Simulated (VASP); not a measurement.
# Si5Sn in VASP: a series of runs

Runs on Si5Sn. Level: PBE. Tasks: relaxation of cell and atoms, single point.

All numbers are computed with VASP 6.6.1; they aren't measurements. Logs are shortened: lines on timing, memory, paths and dates and some standing lists are left out, and cuts for length are marked.

## (1) The cell of the first run

It takes space group P6/mmm (No. 191, hexagonal). The conventional cell has a = 5.094 Å, b = 5.094 Å, c = 4.660 Å, α = 90.00°, β = 90.00°, γ = 120.00°. Si (site symmetry mmm) has 8 Si at 2.55 to 2.76 Å and 4 Sn at 3.45 Å within 3.5 Å. Si (site symmetry -6m2) has 9 Si at 2.76 to 2.94 Å and 3 Sn at 2.94 Å within 3.6 Å. Sn (site symmetry 6/mmm) has 18 Si at 2.94 to 3.45 Å within 3.9 Å.

The cell was built from a structure type or drawn by symmetry, and may not be a known phase.

## (2) Relaxation of cell and atoms, PBE

INCAR reads:

```
  PREC = Accurate
  ENCUT = 600
  EDIFF = 1E-6
  ISMEAR = 0
  SIGMA = 0.1
  LREAL = F
  LASPH = T
  NELM = 100
  ALGO = Normal
  ISIF = 3
  LWAVE = F
  LCHARG = F
  GGA = PE
  IBRION = 2
  NSW = 100
  EDIFFG = -0.01
```

KPOINTS reads:

```
regular mesh
0
Gamma
  12 12 8
```

POSCAR reads:

```
Si5Sn
1.0
    5.0943873827      0.0000000000      0.0000000000
   -2.5471936913      4.4118688901      0.0000000000
    0.0000000000      0.0000000000      4.6596442784
Si Sn
5 1
Direct
    0.5000000000      0.5000000000      0.0000000000
    0.3333333333      0.6666666667      0.5000000000
    0.0000000000      0.5000000000      0.0000000000
    0.5000000000      0.0000000000      0.0000000000
    0.6666666667      0.3333333333      0.5000000000
    0.0000000000      0.0000000000      0.5000000000
```

Potentials or basis: VASP PAW PBE potentials, release 64 (Si, Sn_d).

Run with:

```console
cat potpaw_PBE.64/Si/POTCAR potpaw_PBE.64/Sn_d/POTCAR > POTCAR
mpirun -np 1 vasp_std > vasp.out
```

OUTCAR:

```text
PREC = Accurate
   ENCUT = 600
   EDIFF = 1E-6
   ISMEAR = 0
   LREAL = F
   LASPH = T
   NELM = 100
   ISIF = 3
   GGA = PE
   IBRION = 2
   NSW = 100
   EDIFFG = -0.01

 ion  position               nearest neighbor table
   1  0.500  0.500  0.000-   4 2.55   4 2.55   3 2.55   3 2.55   2 2.76   5 2.76   2 2.76   5 2.76
                             6 3.45   6 3.45   6 3.45   6 3.45
   2  0.333  0.667  0.500-   4 2.76   4 2.76   3 2.76   3 2.76   1 2.76   1 2.76   5 2.94   6 2.94
                             5 2.94   6 2.94   6 2.94   5 2.94
   3  0.000  0.500  0.000-   4 2.55   4 2.55   1 2.55   1 2.55   2 2.76   5 2.76   2 2.76   5 2.76
                             6 3.45   6 3.45   6 3.45   6 3.45
   4  0.500  0.000  0.000-   1 2.55   1 2.55   3 2.55   3 2.55   2 2.76   5 2.76   2 2.76   5 2.76
                             6 3.45   6 3.45   6 3.45   6 3.45
   5  0.667  0.333  0.500-   4 2.76   4 2.76   3 2.76   3 2.76   1 2.76   1 2.76   2 2.94   6 2.94
                             2 2.94   6 2.94   6 2.94   2 2.94
   6  0.000  0.000  0.500-   2 2.94   5 2.94   2 2.94   5 2.94   5 2.94   2 2.94   3 3.45   3 3.45
                             3 3.45   3 3.45   1 3.45   1 3.45   1 3.45   1 3.45   4 3.45   4 3.45

  LATTYP: Found a hexagonal cell.
 ALAT       =     5.0943873827
 C/A-ratio  =     0.9146623388

  Lattice vectors:

 A1 = (   5.0943873827,   0.0000000000,   0.0000000000)
 A2 = (  -2.5471936913,   4.4118688901,   0.0000000000)
 A3 = (   0.0000000000,   0.0000000000,   4.6596442784)

Analysis of symmetry for initial positions (statically):
=====================================================================
 Subroutine PRICEL returns:
 Original cell was already a primitive cell.

 Routine SETGRP: Setting up the symmetry group for a
 hexagonal supercell.

 Subroutine GETGRP returns: Found 24 space group operations
 (whereof 24 operations were pure point group operations)
 out of a pool of 24 trial point group operations.

The static configuration has the point symmetry D_6h.

Analysis of symmetry for dynamics (positions and initial velocities):
=====================================================================
 Subroutine PRICEL returns:
 Original cell was already a primitive cell.

 Routine SETGRP: Setting up the symmetry group for a
 hexagonal supercell.

 Subroutine GETGRP returns: Found 24 space group operations
 (whereof 24 operations were pure point group operations)
 out of a pool of 24 trial point group operations.

The dynamic configuration has the point symmetry D_6h.

 Subroutine INISYM returns: Found 24 space group operations
 (whereof 24 operations are pure point group operations),
 and found     1 'primitive' translations

----------------------------------------------------------------------------------------

                                     Primitive cell

  volume of cell :     104.7291

  direct lattice vectors                    reciprocal lattice vectors
     5.094387383  0.000000000  0.000000000     0.196294456  0.113330657  0.000000000
    -2.547193691  4.411868890  0.000000000     0.000000000  0.226661314  0.000000000
     0.000000000  0.000000000  4.659644278     0.000000000  0.000000000  0.214608657

  length of vectors
     5.094387383  5.094387383  4.659644278     0.226661314  0.226661314  0.214608657

  position of ions in fractional coordinates (direct lattice)
     0.500000000  0.500000000  0.000000000
     0.333333333  0.666666667  0.500000000
     0.000000000  0.500000000  0.000000000
     0.500000000  0.000000000  0.000000000
     0.666666667  0.333333333  0.500000000
     0.000000000  0.000000000  0.500000000

  ion indices of the primitive-cell ions
   primitive index   ion index
                 1           1
                 2           2
                 3           3
                 4           4
                 5           5
                 6           6

----------------------------------------------------------------------------------------

 KPOINTS: regular mesh

Automatic generation of k-mesh.
 Grid dimensions read from file:
 generate k-points for:   12   12    8

 Generating k-lattice:

  Cartesian coordinates                     Fractional coordinates (reciprocal lattice)
     0.016357871  0.009444221  0.000000000     0.083333333  0.000000000  0.000000000
     0.000000000  0.018888443  0.000000000     0.000000000  0.083333333  0.000000000
     0.000000000  0.000000000  0.026826082     0.000000000  0.000000000  0.125000000

  Length of vectors
     0.018888443  0.018888443  0.026826082

  Shift w.r.t. Gamma in fractional coordinates (k-lattice)
     0.000000000  0.000000000  0.000000000

 Subroutine IBZKPT returns following result:
 ===========================================

 Found     95 irreducible k-points:

 Following reciprocal coordinates:
            Coordinates               Weight
  0.000000  0.000000  0.000000      1.000000
  0.083333 -0.000000  0.000000      6.000000
  0.166667 -0.000000  0.000000      6.000000
  0.250000 -0.000000  0.000000      6.000000
  0.333333 -0.000000  0.000000      6.000000
  0.416667  0.000000  0.000000      6.000000
[... 16 lines left out ...]
  0.250000 -0.000000  0.125000     12.000000
  0.333333 -0.000000  0.125000     12.000000
 [... further k-points ...]
   k-points           NKPTS =     95   k-points in BZ     NKDIM =     95   number of bands    NBANDS=     21
   number of dos      NEDOS =    301   number of ions     NIONS =      6
   total plane-waves  NPLWV =  70560
   dimension x,y,z NGX =    42 NGY =   42 NGZ =   40
   dimension x,y,z NGXF=    84 NGYF=   84 NGZF=   80
   ions per type =               5   1
   NGX,Y,Z   is equivalent  to a cutoff of  13.71, 13.71, 14.27 a.u.
   NGXF,Y,Z  is equivalent  to a cutoff of  27.41, 27.41, 28.54 a.u.
 SYSTEM =  unknown system
   PREC   = accura    normal or accurate (medium, high low for compatibility)
   ISTART =      0    job   : 0-new  1-cont  2-samecut
   ICHARG =      2    charge: 1-file 2-atom 10-const
   ISPIN  =      1    spin polarized calculation?
   LNONCOLLINEAR =      F non collinear calculations
   LSORBIT =      F    spin-orbit coupling
   LASPH  =      T    aspherical Exc in radial PAW
   ENCUT  =  600.0 eV  44.10 Ry    6.64 a.u.  10.17 10.17  9.31*2*pi/ulx,y,z
   NELM   =    100;   NELMIN=  2; NELMDL= -5     # of ELM steps
   EDIFF  = 0.1E-05   stopping-criterion for ELM
   LREAL  =      F    real-space projection
   EDIFFG = -.1E-01   stopping-criterion for IOM
   NSW    =    100    number of steps for IOM
   IBRION =      2    ionic relax: 0-MD 1-quasi-New 2-CG
   NFREE  =      1    steps in history (QN), initial steepest desc. (CG)
   ISIF   =      3    stress and relaxation
   ISYM   =      2    0-nonsym 1-usesym 2-fastsym
   POTIM  = 0.5000    time-step for ionic-motion
   TEBEG  =    0.0;   TEEND  =   0.0 temperature during run
   PSTRESS=    0.0 pullay stress
   NELECT =      34.0000    total number of electrons
   NUPDOWN=      -1.0000    fix difference up-down
   EMIN   =  10.00;   EMAX   =-10.00  energy-range for DOS
   EFERMI =   0.00;   METHOD = LEGACY
   ISMEAR =     0;   SIGMA  =   0.10  broadening in eV -4-tet -1-fermi 0-gaus
   EFERMI_NEDOS =   21; number of points for ismear=-14 and -15
   IALGO  =     38    algorithm
   IMIX   =      4    mixing-type and parameters
     AMIX     =   0.40;   BMIX     =  1.00
     AMIX_MAG =   1.60;   BMIX_MAG =  1.00
  volume/ion in A,a.u.               =      17.45       117.79
  Fermi-wavevector in a.u.,A,eV,Ry     =   1.125154  2.126233 17.224593  1.265972
  Thomas-Fermi vector in A             =   2.261830
   LORBIT       =      0    0 simple, 1 ext, 2 COOP (PROOUT), +10 PAW based schemes
   GGA     = PE    functional components
   LHFCALC =     F    Hartree Fock is set to
   AEXX    =    0.0000 exact exchange contribution
   IVDW    =     0    specifies the selected vdW correction
   LEPSILON=     F    determine dielectric tensor
   LRPA    =     F    only Hartree local field effects (RPA)
 conjugate gradient relaxation of ions
 non-spin polarized calculation
 Gauss-broadening in eV      SIGMA  =   0.10
  energy-cutoff  :      600.00
  volume of cell :      104.73
 maximum number of plane-waves:      3522
 NGX is ok and might be reduce to    42
   NGX = 21   NGY = 21   NGZ = 19

--------------------------------------- Ionic step        1  -------------------------------------------

 number of electron      33.9999993 magnetization

 Free energy of the ion-electron system (eV)
  ---------------------------------------------------
  ext. energy  EPLUGINS =         0.00000000
  ---------------------------------------------------
  free energy    TOTEN  =       -27.74103782 eV

  energy without entropy =      -27.72428897  energy(sigma->0) =      -27.73266340

------------------------ aborting loop because EDIFF is reached ----------------------------------------

  FORCE on cell =-STRESS in cart. coord.  units (eV):
  Direction    XX          YY          ZZ          XY          YZ          ZX
  --------------------------------------------------------------------------------------
  -------------------------------------------------------------------------------------
  Total        0.8970413      0.8970413     -0.7240581      0.0000000      0.0000000      0.0000000
  in kB       13.7232089     13.7232089    -11.0768598      0.0000000      0.0000000      0.0000000
  external PRESSURE =       5.4565194 kB  Pullay stress =       0.0000000 kB
[... 101 lines left out ...]
  FREE ENERGIE OF THE ION-ELECTRON SYSTEM (eV)
  ---------------------------------------------------
  free  energy   TOTEN  =       -27.7885552909 eV

  energy  without entropy=      -27.7754660251  energy(sigma->0) =      -27.78201066

[... ionic steps 4 to 15 ...]

--------------------------------------- Ionic step       16  -------------------------------------------

 number of electron      34.0000000 magnetization

------------------------ aborting loop because EDIFF is reached ----------------------------------------
[... 75 lines left out ...]
--------------------------------------- Ionic step       18  -------------------------------------------

 number of electron      34.0000002 magnetization

 Free energy of the ion-electron system (eV)
  ---------------------------------------------------
  ext. energy  EPLUGINS =         0.00000000
  ---------------------------------------------------
  free energy    TOTEN  =       -27.89912760 eV

  energy without entropy =      -27.88557369  energy(sigma->0) =      -27.89235065

 E-fermi :   8.9753     XC(G=0): -10.7459

 val. band max:        8.9743687872   @ k =   0.2500   0.2500   0.2500
 cond. band min:       8.9758431079   @ k =   0.4167   0.0000   0.3750
 fundamental gap:      0.0014743207
 Fermi energy:         8.9752848573

 k-point     1 :       0.0000    0.0000    0.0000
  band No.  band energies     occupation
      1     -12.7156      2.00000
      2     -12.6916      2.00000
      3     -12.6916      2.00000
      4     -12.6807      2.00000
      5     -12.6807      2.00000
      6      -4.5604      2.00000
[... 565 lines left out ...]
     20      10.4658      0.00000
     21      10.8189      0.00000

 [... further k-points ...]

------------------------ aborting loop because EDIFF is reached ----------------------------------------

  FORCE on cell =-STRESS in cart. coord.  units (eV):
  Direction    XX          YY          ZZ          XY          YZ          ZX
  --------------------------------------------------------------------------------------
  -------------------------------------------------------------------------------------
  Total        0.0248193      0.0248193      0.0250960      0.0000000      0.0000000     -0.0000000
  in kB        0.3812109      0.3812109      0.3854604      0.0000000      0.0000000     -0.0000000
  external PRESSURE =       0.3826274 kB  Pullay stress =       0.0000000 kB
[... 21 lines left out ...]
  FREE ENERGIE OF THE ION-ELECTRON SYSTEM (eV)
  ---------------------------------------------------
  free  energy   TOTEN  =       -27.8991276050 eV

  energy  without entropy=      -27.8855736940  energy(sigma->0) =      -27.89235065

 reached required accuracy - stopping structural energy minimisation
```

Run time: 61 min. Hardware: 1 thread of Intel Xeon 8259CL, shared host; peak memory 0.43 GiB.

Results:

```yaml
Free_energy: -27.8991 eV
Relaxed_volume: 17.39 Å³/atom
Relaxed_cell: a = 5.274 Å, b = 5.274 Å, c = 4.330 Å, α = 90.00°, β = 90.00°, γ = 120.00°
Space_group_after_relaxing_to_0.1_Å: P6/mmm (No. 191)
Energy_gained_by_relaxing: 26.3 meV/atom
Ionic_steps: 18
Pressure_after_relaxing: 0.0 GPa
Band_gap_on_the_k_mesh: zero (bands 17 and 18 overlap by 3.71 eV)
```

The path:
| step | energy change (eV) | largest force (eV/Å) | pressure (GPa) | volume (Å³) |
| --- | --- | --- | --- | --- |
| 1 | 0.0000 | 0.0000 | 0.55 | 104.73 |
| 2 | -0.0157 | 0.0000 | -0.26 | 105.63 |
| 3 | -0.0475 | 0.0000 | -2.27 | 108.28 |
| 4 | 0.0114 | 0.0000 | -5.03 | 113.37 |
| 5 | -0.0559 | 0.0000 | -2.77 | 109.06 |
| 6 | -0.0585 | 0.0000 | -4.10 | 111.24 |
| 7 | -0.0625 | 0.0000 | -3.31 | 109.91 |
| 8 | -0.0661 | 0.0000 | -3.35 | 109.96 |
| 9 | -0.0754 | 0.0000 | -3.48 | 110.12 |
| 10 | -0.0845 | 0.0000 | -3.68 | 110.41 |
| 11 | -0.0934 | 0.0000 | -3.45 | 110.03 |
| 12 | -0.1166 | 0.0000 | -2.85 | 108.86 |
| 13 | -0.1466 | 0.0000 | -1.47 | 106.56 |
| 14 | -0.1361 | 0.0000 | 1.70 | 102.06 |
| 15 | -0.1539 | 0.0000 | -0.28 | 104.77 |
| 16 | -0.1555 | 0.0000 | -0.20 | 104.68 |
| 17 | -0.1580 | 0.0000 | -0.01 | 104.38 |
| 18 | -0.1581 | 0.0000 | 0.04 | 104.31 |

Final structure:
```
CELL_PARAMETERS angstrom
5.27416 0.00000 0.00000
-2.63708 4.56756 0.00000
0.00000 0.00000 4.33010
ATOMIC_POSITIONS crystal
Si 0.50000 0.50000 0.00000
Si 0.33333 0.66667 0.50000
Si 0.00000 0.50000 0.00000
Si 0.50000 0.00000 0.00000
Si 0.66667 0.33333 0.50000
Sn 0.00000 0.00000 0.50000
```

Levels at points of the mesh, in eV from the Fermi level:
| k point | band 14 | band 15 | band 16 | band 17 | band 18 | band 19 | band 20 | band 21 |
| --- | --- | --- | --- | --- | --- | --- | --- | --- |
| (0.00, 0.00, 0.00) | -4.54 | -1.07 | -0.67 | 0.29 | 0.29 | 1.03 | 1.03 | 1.55 |
| (0.50, 0.00, 0.00) | -2.09 | -1.54 | -0.84 | -0.57 | -0.19 | -0.12 | 0.40 | 0.48 |
| (0.00, 0.00, 0.50) | -4.33 | -2.99 | -2.99 | -2.86 | -2.86 | -1.14 | 3.26 | 3.58 |
| (0.50, 0.00, 0.50) | -0.05 | 0.06 | 0.34 | 0.52 | 0.64 | 1.45 | 1.48 | 1.67 |

Caveat: spin-orbit coupling is left out, which moves the levels of the heavy elements.

[end of part 1 of 2]
